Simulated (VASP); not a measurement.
# Tc (Fm-3m) in VASP: a series of runs, part 2 of 2

VASP 6.6.1.

**3. Single point, LDA**

This run uses another cell than the first one, of 13.84 Å³/atom, 0.933 times its volume.

Input file INCAR:

```
SYSTEM = Tc
PREC = Accurate ; ENCUT = 520
EDIFF = 1E-6 ; ISMEAR = -1
SIGMA = 0.05 ; LREAL = .False.
LASPH = .True. ; NELM = 60
ALGO = Normal ; ISIF = 2
LWAVE = .False. ; LCHARG = .True.
LELF = .True. ; LVHAR = .True.
NBANDS = 12
```

Input file KPOINTS:

```
Automatic mesh
0
Gamma
  9 9 9
  0 0 0
```

Input file POSCAR:

```
Tc
1.0
    0.0000000000      1.9055520084      1.9055520084
    1.9055520084      0.0000000000      1.9055520084
    1.9055520084      1.9055520084      0.0000000000
Tc
1
Direct
    0.0000000000      0.0000000000      0.0000000000
```

Potentials or basis: VASP PAW LDA potentials, release 64 (Tc_pv).

On the command line:

```bash
$ cat potpaw_LDA.64/Tc_pv/POTCAR > POTCAR
$ mpirun -np 1 vasp_std > vasp.out
```

Run time: 3.3 s. Hardware: 1 thread of Intel Xeon 6975P-C (Granite Rapids), shared host; peak memory 0.12 GiB.

Results (log left out):

| Property | Result |
| --- | --- |
| Free energy | -11.6515 eV |
| Pressure | 0.1 GPa |

Levels at points of the mesh, in eV from the Fermi level:
| k point | band 4 | band 5 | band 6 | band 7 | band 8 | band 9 | band 10 | band 11 |
| --- | --- | --- | --- | --- | --- | --- | --- | --- |
| (0.00, 0.00, 0.00) | -7.71 | -1.96 | -1.96 | -1.96 | 0.81 | 0.81 | 13.95 | 19.68 |

**4. Single point, PBE**

This run uses another cell than the first one, of 14.51 Å³/atom, 0.978 times its volume.

Input file INCAR:

```
SYSTEM = Tc
  PREC = Accurate
  ENCUT = 520
  EDIFF = 1E-6
  ISMEAR = -1
  SIGMA = 0.05
  LREAL = .FALSE.
  LASPH = .TRUE.
  NELM = 80
  ALGO = Normal
  ISIF = 2
  LWAVE = .FALSE.
  LCHARG = .FALSE.
  GGA = PE
  NBANDS = 12
```

Input file KPOINTS:

```
regular mesh
0
G
  12 12 12
  0 0 0
```

Input file POSCAR:

```
Tc
1.0
    0.0000000000      1.9357024315      1.9357024315
    1.9357024315      0.0000000000      1.9357024315
    1.9357024315      1.9357024315      0.0000000000
Tc
1
Direct
    0.0000000000      0.0000000000      0.0000000000
```

Potentials or basis: VASP PAW PBE potentials, release 64 (Tc_pv).

On the command line:

```bash
$ cat potpaw_PBE.64/Tc_pv/POTCAR > POTCAR
$ mpirun -np 1 vasp_std > vasp.out
```

OUTCAR:

```text
SYSTEM = Tc
   PREC = Accurate
   ENCUT = 520
   EDIFF = 1E-6
   ISMEAR = -1
   LREAL = .FALSE.
   LASPH = .TRUE.
   NELM = 80
   ISIF = 2
   GGA = PE

 ion  position               nearest neighbor table
   1  0.000  0.000  0.000-

  LATTYP: Found a face centered cubic cell.
 ALAT       =     3.8714048630

  Lattice vectors:

 A1 = (   0.0000000000,   1.9357024315,   1.9357024315)
 A2 = (   1.9357024315,   0.0000000000,   1.9357024315)
 A3 = (   1.9357024315,   1.9357024315,   0.0000000000)

Analysis of symmetry for initial positions (statically):
[... 530 lines left out ...]
      7      11.7282      2.00000
      8      14.9937      0.00000
      9      18.3238      0.00000
     10      23.0621      0.00000
     11      27.9561      0.00000
     12      30.9726      0.00000

 [... further k-points ...]
[... 5 lines left out ...]
  --------------------------------------------------------------------------------------
  -------------------------------------------------------------------------------------
  Total       -0.0540020     -0.0540020     -0.0540020      0.0000000     -0.0000000      0.0000000
  in kB       -5.9645096     -5.9645096     -5.9645096      0.0000000     -0.0000000      0.0000000
  external PRESSURE =      -5.9645096 kB  Pullay stress =       0.0000000 kB

 VOLUME and BASIS-vectors are now :
 -----------------------------------------------------------------------------
  energy-cutoff  :      520.00
  volume of cell :       14.51
      direct lattice vectors                 reciprocal lattice vectors
     0.000000000  1.935702431  1.935702431    -0.258304165  0.258304165  0.258304165
     1.935702431  0.000000000  1.935702431     0.258304165 -0.258304165  0.258304165
     1.935702431  1.935702431  0.000000000     0.258304165  0.258304165 -0.258304165

 POSITION                                       TOTAL-FORCE (eV/Angst)
 -----------------------------------------------------------------------------------
      0.00000      0.00000      0.00000         0.000000      0.000000      0.000000
 -----------------------------------------------------------------------------------
    total drift:                                0.000000     -0.000000      0.000000

  FREE ENERGIE OF THE ION-ELECTRON SYSTEM (eV)
  ---------------------------------------------------
  free  energy   TOTEN  =       -10.2828270953 eV

  energy  without entropy=      -10.2729287228  energy(sigma->0) =      -10.27787791
```

OSZICAR:

```text
N       E                     dE             d eps       ncg     rms          rms(c)
DAV:   1     0.115625097395E+03    0.11563E+03   -0.79119E+03  1736   0.103E+03
DAV:   2    -0.930767327330E+01   -0.12493E+03   -0.12135E+03  1912   0.309E+02
DAV:   3    -0.110283195535E+02   -0.17206E+01   -0.17182E+01  1908   0.415E+01
DAV:   4    -0.110350544326E+02   -0.67349E-02   -0.67347E-02  1892   0.290E+00
DAV:   5    -0.110351045874E+02   -0.50155E-04   -0.50153E-04  1928   0.241E-01    0.163E+01
DAV:   6    -0.103637568379E+02    0.67135E+00   -0.90533E-01  1768   0.127E+01    0.494E+00
DAV:   7    -0.102876984384E+02    0.76058E-01   -0.14137E-01  1884   0.485E+00    0.611E-01
DAV:   8    -0.102828924632E+02    0.48060E-02   -0.55963E-03  1756   0.911E-01    0.220E-01
DAV:   9    -0.102828297835E+02    0.62680E-04   -0.17405E-04  2012   0.180E-01    0.119E-02
DAV:  10    -0.102828279252E+02    0.18583E-05   -0.39155E-06  1804   0.222E-02    0.260E-03
DAV:  11    -0.102828270953E+02    0.82989E-06   -0.10403E-07  1132   0.431E-03
   1 F= -.10282827E+02 E0= -.10277878E+02  d E =-.989837E-02
```

stdout:

```text
POSCAR found type information on POSCAR Tc
 POSCAR found :  1 types and       1 ions
 scaLAPACK will be used
 LDA part: xc-table for (Slater+PW92), standard interpolation
 POSCAR, INCAR and KPOINTS ok, starting setup
 FFT: planning ... GRIDC
 FFT: planning ... GRID_SOFT
 FFT: planning ... GRID
 WAVECAR not read
 entering main loop
```

Run time: 4.4 s. Hardware: 1 thread of Intel Xeon 6975P-C (Granite Rapids), shared host; peak memory 0.13 GiB.

What came out:

* Free energy: -10.2828 eV
* Pressure: -0.6 GPa

Levels at points of the mesh, in eV from the Fermi level:
```tsv
k point	band 4	band 5	band 6	band 7	band 8	band 9	band 10	band 11
(0.00, 0.00, 0.00)	-7.50	-1.82	-1.82	-1.82	0.76	0.76	13.97	19.52
(0.50, 0.00, 0.00)	-5.54	-1.98	-1.98	1.19	2.77	2.77	10.62	13.61
(0.50, 0.50, 0.00)	-5.90	-5.31	2.72	3.33	3.33	3.79	12.96	12.96
```

**5. Single point, PBE+D3(BJ)**

This run uses another cell than the first one, of 14.16 Å³/atom, 0.955 times its volume.

Input file INCAR:

```
SYSTEM = Tc
ALGO = Normal
EDIFF = 1E-6
ENCUT = 520
GGA = PE
ISIF = 2
ISMEAR = -1
IVDW = 12
LASPH = .TRUE.
LCHARG = .TRUE.
LELF = .TRUE.
LREAL = .FALSE.
LVHAR = .TRUE.
LWAVE = .FALSE.
NBANDS = 12
NELM = 100
PREC = Accurate
SIGMA = 0.05
```

Input file KPOINTS:

```
k-points
0
G
  12 12 12
  0 0 0
```

Input file POSCAR:

```
Tc
1.0
    0.0000000000      1.9202223754      1.9202223754
    1.9202223754      0.0000000000      1.9202223754
    1.9202223754      1.9202223754      0.0000000000
Tc
1
Direct
    0.0000000000      0.0000000000      0.0000000000
```

On the command line:

```bash
$ cat potpaw_PBE.64/Tc_pv/POTCAR > POTCAR
$ mpirun -np 1 vasp_std > vasp.out
```

Run time: 5.4 s. Hardware: 1 thread of Intel Xeon 6975P-C (Granite Rapids), shared host; peak memory 0.14 GiB.

The run converged. Its results:

- Free energy: -10.9190 eV
- Pressure: -0.6 GPa
- Dispersion energy per atom: -0.643 eV

Levels at points of the mesh, in eV from the Fermi level:
```tsv
k point	band 4	band 5	band 6	band 7	band 8	band 9	band 10	band 11
(0.00, 0.00, 0.00)	-7.61	-1.89	-1.89	-1.89	0.79	0.79	13.96	19.64
(0.50, 0.00, 0.00)	-5.69	-2.06	-2.06	1.24	2.87	2.87	10.96	13.62
(0.50, 0.50, 0.00)	-6.10	-5.50	2.82	3.46	3.46	3.90	13.14	13.14
```

Caveat: pairwise dispersion overbinds metals, which lowers pressure and volume.

**6. Single point, PBE+D4**

This run uses another cell than the first one, of 14.21 Å³/atom, 0.958 times its volume.

Input file INCAR:

```
  PREC = Accurate
  ENCUT = 520
  EDIFF = 1E-6
  ISMEAR = -1
  SIGMA = 0.05
  LREAL = F
  LASPH = T
  NELM = 100
  ALGO = Normal
  ISIF = 2
  LWAVE = F
  LCHARG = T
  GGA = PE
  IVDW = 13
  LELF = T
  LVHAR = T
  NBANDS = 12
```

Input file KPOINTS:

```
regular mesh
0
Gamma
  12 12 12
```

Input file POSCAR:

```
Tc
1.0
    0.0000000000      1.9224578727      1.9224578727
    1.9224578727      0.0000000000      1.9224578727
    1.9224578727      1.9224578727      0.0000000000
Tc
1
Direct
    0.0000000000      0.0000000000      0.0000000000
```

Potentials or basis: VASP PAW PBE potentials, release 64 (Tc_pv).

On the command line:

```bash
$ cat potpaw_PBE.64/Tc_pv/POTCAR > POTCAR
$ mpirun -np 1 vasp_std > vasp.out
```

Wall time 5.4 s (1 thread of Intel Xeon 6975P-C (Granite Rapids), shared host); peak memory 0.13 GiB.

Results (log left out):

- Free energy: -10.8870 eV
- Pressure: -0.6 GPa
- Dispersion energy per atom: -0.609 eV

Levels at points of the mesh, in eV from the Fermi level:
```csv
k point,band 4,band 5,band 6,band 7,band 8,band 9,band 10,band 11
"(0.00, 0.00, 0.00)",-7.59,-1.88,-1.88,-1.88,0.79,0.79,13.96,19.62
"(0.50, 0.00, 0.00)",-5.67,-2.05,-2.05,1.24,2.86,2.86,10.91,13.62
"(0.50, 0.50, 0.00)",-6.07,-5.47,2.80,3.44,3.44,3.89,13.11,13.11
```

Caveat: pairwise dispersion overbinds metals, which lowers pressure and volume.

**7. The runs side by side**

```tsv
task	level	potentials or basis	cell	k mesh	cutoff (eV)	gap on the mesh (eV)	pressure (GPa)
relaxation of cell and atoms	r2SCAN+rVV10	VASP PAW PBE potentials, release 64 (Tc_pv)	relaxed from a = 2.758 Å, angles 60.0°, 1 atom	12 × 12 × 12	600	none	-0.1
single point	LDA	VASP PAW LDA potentials, release 64 (Tc_pv)	a = 2.695 Å, angles 60.0°, 1 atom	9 × 9 × 9	520	none	0.1
single point	PBE	VASP PAW PBE potentials, release 64 (Tc_pv)	a = 2.737 Å, angles 60.0°, 1 atom	12 × 12 × 12	520	none	-0.6
single point	PBE+D3(BJ)	VASP PAW PBE potentials, release 64 (Tc_pv)	a = 2.716 Å, angles 60.0°, 1 atom	12 × 12 × 12	520	none	-0.6
single point	PBE+D4	VASP PAW PBE potentials, release 64 (Tc_pv)	a = 2.719 Å, angles 60.0°, 1 atom	12 × 12 × 12	520	none	-0.6
```

Alike in all rows: no spin polarisation; smearing fermi-dirac 0.05 eV.

Caveats: pairwise dispersion overbinds metals, which lowers pressure and volume (some runs); the PAW data sets were made with another functional, which shifts forces and pressure a little (some runs).

Absolute energies hang on the potentials; compare differences alone.
